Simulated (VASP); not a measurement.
# MgZn3O4 (P1) in VASP: single point with HSE06

Aim: the single point of MgZn3O4 with HSE06.

Program: VASP 6.6.1. These are calculated values, not measurements. Logs are shortened: lines on timing, memory, paths and dates and some standing lists are left out, and cuts for length are marked.

**1. The cell of the first run**

The typed cell holds 64 atoms: a = 8.506 Å, b = 8.506 Å, c = 8.506 Å, α = 90.00°, β = 90.00°, γ = 90.00°.

**2. Single point, HSE06**

File POSCAR:

```
MgZn3O4
1.0
    8.5064530000      0.0000000000      0.0000000000
    0.0000000000      8.5064530000      0.0000000000
    0.0000000000      0.0000000000      8.5064530000
O Zn Mg
32 24 8
Direct
    0.2493920000      0.0005450000      0.0015600000
    0.2490040000      0.0004400000      0.4982560000
    0.2497820000      0.5003740000      0.9999520000
    0.2479870000      0.5001570000      0.4998130000
    0.7497720000      0.9979710000      0.9997280000
    0.7495530000      0.0006610000      0.4999870000
    0.7502590000      0.5016920000      0.9999560000
    0.7526310000      0.5006030000      0.5003220000
    0.9993080000      0.2506850000      0.9996630000
    0.9975950000      0.2528400000      0.4999230000
    0.9981720000      0.7495170000      0.9998320000
    0.9973890000      0.7476520000      0.4996470000
    0.4999020000      0.2507990000      0.0000170000
    0.5011360000      0.2511470000      0.5000800000
    0.5019610000      0.7498110000      0.0021000000
    0.5015530000      0.7496850000      0.4983170000
    0.9996590000      0.0005410000      0.2497730000
    0.9981540000      0.0003670000      0.7497770000
    0.0003790000      0.5005940000      0.2515570000
    0.9999870000      0.5000120000      0.7482400000
    0.4988320000      0.9981920000      0.2497390000
    0.5007750000      0.0005110000      0.7501670000
    0.4995210000      0.5017840000      0.2502060000
    0.4996050000      0.5005110000      0.7501370000
    0.2495300000      0.2484920000      0.2496220000
    0.2496600000      0.2501760000      0.7499840000
    0.2517480000      0.7530190000      0.2502030000
    0.2498870000      0.7506540000      0.7501230000
    0.7492440000      0.2483160000      0.2518330000
    0.7489660000      0.2480080000      0.7477590000
    0.7468280000      0.7531360000      0.2498910000
    0.7496620000      0.7530750000      0.7502020000
    0.9996900000      0.0002330000      0.9996610000
    0.9991310000      0.0005290000      0.5000110000
    0.0001500000      0.5000730000      0.9998250000
    0.4995520000      0.0000410000      0.0002150000
    0.4996550000      0.0002860000      0.4997570000
    0.4997650000      0.5001570000      0.9999300000
    0.4994980000      0.5003580000      0.5002210000
    0.2495910000      0.2503800000      0.9997340000
    0.2495300000      0.2503100000      0.5000350000
    0.2497650000      0.7503910000      0.9999970000
    0.2496310000      0.7505800000      0.5000500000
    0.7495900000      0.2504420000      0.9998380000
    0.2495860000      0.0004700000      0.7499560000
    0.2497350000      0.5003200000      0.2497810000
    0.2498540000      0.5004080000      0.7501130000
    0.7498020000      0.5007260000      0.2501750000
    0.7498960000      0.5002140000      0.7498450000
    0.9995070000      0.2506810000      0.2498690000
    0.9996090000      0.2503940000      0.7497860000
    0.9994420000      0.7504920000      0.2499570000
    0.9997830000      0.7503200000      0.7498410000
    0.4992970000      0.2502960000      0.2498500000
    0.4992740000      0.2503740000      0.7501010000
    0.4996570000      0.7504710000      0.7502230000
    0.0010220000      0.5003350000      0.4999400000
    0.7490500000      0.2511270000      0.4999750000
    0.7501600000      0.7492420000      0.9996000000
    0.7495910000      0.7500330000      0.5004090000
    0.2489200000      0.0009900000      0.2498950000
    0.7497230000      0.0010670000      0.2492790000
    0.7494160000      0.0009740000      0.7505410000
    0.4986380000      0.7495010000      0.2499810000
```

File INCAR.step1:

```
SYSTEM = MgZn3O4
  ALGO = Normal
  EDIFF = 1E-5
  ENCUT = 520
  GGA = PE
  GGA_COMPAT = .False.
  ISIF = 2
  ISMEAR = -1
  ISYM = -1
  KPAR = 1
  LASPH = .True.
  LCHARG = .False.
  LREAL = Auto
  LWAVE = .True.
  NBANDS = 286
  NELM = 120
  PREC = Accurate
  SIGMA = 0.05
```

File INCAR.step2:

```
SYSTEM = MgZn3O4
  ALGO = Normal
  EDIFF = 1E-6
  ENCUT = 520
  GGA = PE
  GGA_COMPAT = .False.
  HFSCREEN = 0.2079
  ISIF = 2
  ISMEAR = -1
  ISTART = 1
  ISYM = -1
  KPAR = 1
  LASPH = .True.
  LCHARG = .False.
  LHFCALC = .True.
  LREAL = Auto
  LWAVE = .False.
  NBANDS = 286
  NELM = 120
  PREC = Accurate
  PRECFOCK = Fast
  SIGMA = 0.05
```

File KPOINTS:

```
explicit points
1
Reciprocal
  0.25000000   0.25000000   0.25000000 1
```

Potentials or basis: VASP PAW PBE potentials, release 64 (O, Zn, Mg).

On the command line:

```console
> cat potpaw_PBE.64/O/POTCAR potpaw_PBE.64/Zn/POTCAR potpaw_PBE.64/Mg/POTCAR > POTCAR
> cp INCAR.step1 INCAR
> mpirun -np 4 vasp_std > vasp.out
> cp INCAR.step2 INCAR
> mpirun -np 4 vasp_std > vasp.out
```

OUTCAR:

```text
SYSTEM = MgZn3O4
   EDIFF = 1E-6
   ENCUT = 520
   GGA = PE
   HFSCREEN = 0.2079
   ISIF = 2
   ISMEAR = -1
   ISTART = 1
   ISYM = -1
   LASPH = .True.
   LHFCALC = .True.
   LREAL = Auto
   NELM = 120
   PREC = Accurate
   PRECFOCK = Fast

 ion  position               nearest neighbor table
   1  0.249  0.001  0.002-  61 2.11  33 2.12  40 2.13  42 2.13  36 2.13  45 2.14
   2  0.249  0.000  0.498-  61 2.11  43 2.13  41 2.13  34 2.13  37 2.13  45 2.14
   3  0.250  0.500  1.000-  35 2.12  46 2.13  47 2.13  38 2.13  40 2.13  42 2.13
   4  0.248  0.500  0.500-  57 2.10  41 2.13  46 2.13  47 2.13  43 2.13  39 2.14
   5  0.750  0.998  1.000-  59 2.12  63 2.12  62 2.12  33 2.13  36 2.13  44 2.15
   6  0.750  0.001  0.500-  34 2.12  37 2.13  58 2.13  63 2.13  60 2.13  62 2.13
[... 76 lines left out ...]
  58  0.749  0.251  0.500-  30 2.11  14 2.11  29 2.11  10 2.11   8 2.12   6 2.13  39 3.00  49 3.00
                            48 3.00  54 3.01  55 3.01  37 3.01  51 3.01  50 3.01  34 3.01  63 3.01
  59  0.750  0.749  1.000-   7 2.11  11 2.11  15 2.11   5 2.12  32 2.12  31 2.13  49 3.00  48 3.00
                            35 3.00  53 3.00  38 3.00  52 3.01  56 3.01  33 3.01  63 3.01  36 3.02
  60  0.750  0.750  0.500-  12 2.11  16 2.11   8 2.12  32 2.13  31 2.13   6 2.13  49 3.00  48 3.00
                            53 3.01  56 3.01  39 3.01  34 3.01  37 3.01  52 3.01  63 3.01  57 3.01
  61  0.249  0.001  0.250-  25 2.11  27 2.11   1 2.11   2 2.11  17 2.12  21 2.13  50 3.00  41 3.00
                            33 3.00  40 3.00  54 3.01  34 3.01  52 3.01  36 3.01  42 3.01  43 3.01
  62  0.750  0.001  0.249-  29 2.10  31 2.11   5 2.12  17 2.13   6 2.13  21 2.13  44 3.00  36 3.00
                            50 3.00  33 3.00  54 3.01  34 3.01  52 3.01  37 3.01  58 3.01  59 3.02
  63  0.749  0.001  0.751-  30 2.10  32 2.11  22 2.12  18 2.12   5 2.12   6 2.13  44 3.00  33 3.00
                            36 3.00  55 3.00  51 3.01  34 3.01  56 3.01  37 3.01  58 3.01  59 3.01
  64  0.499  0.750  0.250-  27 2.10  23 2.11  15 2.11  31 2.11  16 2.11  21 2.12  46 3.00  42 3.00
                            43 3.00  39 3.00  38 3.00  48 3.01  36 3.01  37 3.01  61 3.01  60 3.02

IMPORTANT INFORMATION: All symmetrisations will be switched off!
NOSYMM: (Re-)initialisation of all symmetry stuff for point group C_1.

----------------------------------------------------------------------------------------

                                     Primitive cell

  volume of cell :     615.5247

  direct lattice vectors                    reciprocal lattice vectors
     8.506453000  0.000000000  0.000000000     0.117557812  0.000000000  0.000000000
     0.000000000  8.506453000  0.000000000     0.000000000  0.117557812  0.000000000
     0.000000000  0.000000000  8.506453000     0.000000000  0.000000000  0.117557812

  length of vectors
     8.506453000  8.506453000  8.506453000     0.117557812  0.117557812  0.117557812

[... 183 lines left out ...]
  volume/ion in A,a.u.               =       9.62        64.90
  Fermi-wavevector in a.u.,A,eV,Ry     =   1.523422  2.878850 31.576599  2.320815
  Thomas-Fermi vector in A             =   2.631867
   LORBIT       =      0    0 simple, 1 ext, 2 COOP (PROOUT), +10 PAW based schemes
   GGA     = PE    functional components
   LHFCALC =     T    Hartree Fock is set to
   PRECFOCK=fast      Normal, Fast or Accurate (Low or Medium for compatibility)
   ENCUT4O =  -1.0   cutoff for four orbital integrals eV
   NKREDX  =     1    reduce k-point grid by
   NKREDY  =     1    reduce k-point grid by
   NKREDZ  =     1    reduce k-point grid by
   AEXX    =    0.2500 exact exchange contribution
   HFSCREEN=    0.2079 screening length (either q_TF or 0.3 A-1)
   HFSCREENC=   0.2079 screening length for correlation (either q_TF or 0.3 A-1)
   ENCUTFOCK=  -1.0 apply spherical cutoff to Coloumb kernel
   IVDW    =     0    specifies the selected vdW correction
   LEPSILON=     F    determine dielectric tensor
   LRPA    =     F    only Hartree local field effects (RPA)
 non-spin polarized calculation
  energy-cutoff  :      520.00
  volume of cell :      615.52
 maximum number of plane-waves:     16569
 NGX is ok and might be reduce to    64
  NGX = 36; NGY = 36; NGZ = 36

 number of electron     496.0000766 magnetization

 Free energy of the ion-electron system (eV)
  ---------------------------------------------------
  ext. energy  EPLUGINS =         0.00000000
  ---------------------------------------------------
  free energy    TOTEN  =      -380.95835782 eV

  energy without entropy =     -380.95835782  energy(sigma->0) =     -380.95835782

 E-fermi :   2.9686     XC(G=0):  -9.8233

 val. band max:        1.6649294467   @ k =   0.2500   0.2500   0.2500
 cond. band min:       6.2381926273   @ k =   0.2500   0.2500   0.2500
 fundamental gap:      4.5732631806
 Fermi energy:         2.9685899141

 k-point     1 :       0.2500    0.2500    0.2500
  band No.  band energies     occupation
      1     -18.0258      2.00000
      2     -17.6265      2.00000
      3     -17.6045      2.00000
      4     -17.5721      2.00000
      5     -17.2758      2.00000
      6     -17.2561      2.00000
[... 252 lines left out ...]
    259       9.5881      0.00000
    260       9.8307      0.00000
 [bands above 260 left out]

------------------------ aborting loop because EDIFF is reached ----------------------------------------

  FORCE on cell =-STRESS in cart. coord.  units (eV):
  Direction    XX          YY          ZZ          XY          YZ          ZX
  --------------------------------------------------------------------------------------
  -------------------------------------------------------------------------------------
  Total        4.9861603      5.2324795      5.0177246     -0.6499426     -0.6307682     -0.6345301
  in kB       12.9787031     13.6198585     13.0608632     -1.6917652     -1.6418553     -1.6516472
  external PRESSURE =      13.2198083 kB  Pullay stress =       0.0000000 kB

 VOLUME and BASIS-vectors are now :
 -----------------------------------------------------------------------------
  energy-cutoff  :      520.00
  volume of cell :      615.52
      direct lattice vectors                 reciprocal lattice vectors
     8.506453000  0.000000000  0.000000000     0.117557812  0.000000000  0.000000000
     0.000000000  8.506453000  0.000000000     0.000000000  0.117557812  0.000000000
     0.000000000  0.000000000  8.506453000     0.000000000  0.000000000  0.117557812

 POSITION                                       TOTAL-FORCE (eV/Angst)
 -----------------------------------------------------------------------------------
      2.12144      0.00464      0.01327        -0.007401     -0.004842      0.098620
      2.11814      0.00374      4.23839         0.000796      0.006826     -0.097132
      2.12476      4.25641      8.50604        -0.010615      0.002235      0.003724
      2.10949      4.25456      4.25164        -0.112080      0.005783      0.004331
      6.37790      8.48919      8.50414         0.007708     -0.061285      0.003688
      6.37604      0.00562      4.25312         0.013326     -0.005832     -0.000936
[... 56 lines left out ...]
      6.37487      0.00829      6.38444         0.000750     -0.021435     -0.022262
      4.24164      6.37560      2.12645         0.045114      0.046966     -0.002754
 -----------------------------------------------------------------------------------
    total drift:                                0.033045     -0.045757      0.006894

  FREE ENERGIE OF THE ION-ELECTRON SYSTEM (eV)
  ---------------------------------------------------
  free  energy   TOTEN  =      -380.9583578163 eV

  energy  without entropy=     -380.9583578163  energy(sigma->0) =     -380.95835782
```

Wall time 19 min (4 MPI ranks of Intel Xeon Platinum 8375C at 2.90GHz (Ice Lake), shared host); peak memory 0.67 GiB.

What came out:

| Item | Value |
| --- | --- |
| Free energy | -380.9584 eV |
| Pressure | 1.3 GPa |
| Largest force | 0.139 eV/Å |
| Band gap on the k mesh | 4.57 eV |

Forces in eV/Å, atoms in the order of the input:
```
O   -0.007 -0.005  0.099
O    0.001  0.007 -0.097
O   -0.011  0.002  0.004
O   -0.112  0.006  0.004
O    0.008 -0.061  0.004
O    0.013 -0.006 -0.001
O    0.002  0.105 -0.005
O    0.062 -0.006 -0.008
O   -0.009  0.010  0.004
O   -0.094  0.100  0.001
O   -0.109 -0.003  0.006
O   -0.092 -0.087  0.006
O    0.007  0.003  0.001
O    0.107  0.002 -0.008
O    0.082 -0.016  0.082
O    0.100 -0.011 -0.089
O    0.004 -0.003  0.002
O   -0.094  0.005  0.002
O   -0.005 -0.001  0.098
O    0.006  0.007 -0.098
O    0.003 -0.065  0.007
O    0.097 -0.006 -0.002
O   -0.010  0.104 -0.001
O    0.001  0.000 -0.007
O    0.011 -0.112  0.009
O    0.005 -0.013 -0.002
O    0.093  0.089 -0.010
O    0.007  0.011 -0.004
O   -0.005 -0.107  0.089
O    0.009 -0.098 -0.079
O   -0.066  0.073  0.004
O   -0.012  0.079 -0.006
Zn  -0.024 -0.011  0.012
Zn  -0.037  0.001 -0.012
Zn  -0.012  0.015 -0.001
Zn   0.024 -0.028  0.026
Zn   0.036 -0.014 -0.027
Zn   0.009  0.031  0.013
Zn   0.028  0.015 -0.013
Zn   0.002 -0.013  0.014
Zn  -0.014  0.002 -0.014
Zn   0.016  0.013  0.029
Zn  -0.002 -0.004 -0.029
Zn   0.000 -0.028 -0.003
Zn   0.001  0.000  0.001
Zn   0.000  0.016  0.013
Zn  -0.015 -0.002 -0.013
Zn   0.000  0.027  0.026
Zn   0.013  0.013 -0.025
Zn  -0.011 -0.011  0.028
Zn  -0.026  0.001 -0.029
Zn  -0.026  0.009  0.013
Zn  -0.038 -0.003 -0.015
Zn   0.013 -0.028  0.014
Zn   0.028 -0.013 -0.013
Zn   0.039  0.013  0.002
Mg  -0.044 -0.002  0.002
Mg   0.025 -0.020  0.002
Mg  -0.026  0.046  0.024
Mg   0.001  0.020 -0.025
Mg   0.026 -0.022 -0.002
Mg  -0.026 -0.047  0.022
Mg   0.001 -0.021 -0.022
Mg   0.045  0.047 -0.003
```

Levels at points of the mesh, in eV from the valence-band top:
| k point | band 245 | band 246 | band 247 | band 248 | band 249 | band 250 | band 251 | band 252 |
| --- | --- | --- | --- | --- | --- | --- | --- | --- |
| (0.25, 0.25, 0.25) | -0.11 | -0.05 | -0.03 | 0.00 | 4.57 | 6.38 | 6.47 | 6.59 |

Caveat: the PAW data sets were made with another functional, which shifts forces and pressure a little; a shifted mesh leaves out Γ, where band edges can lie.
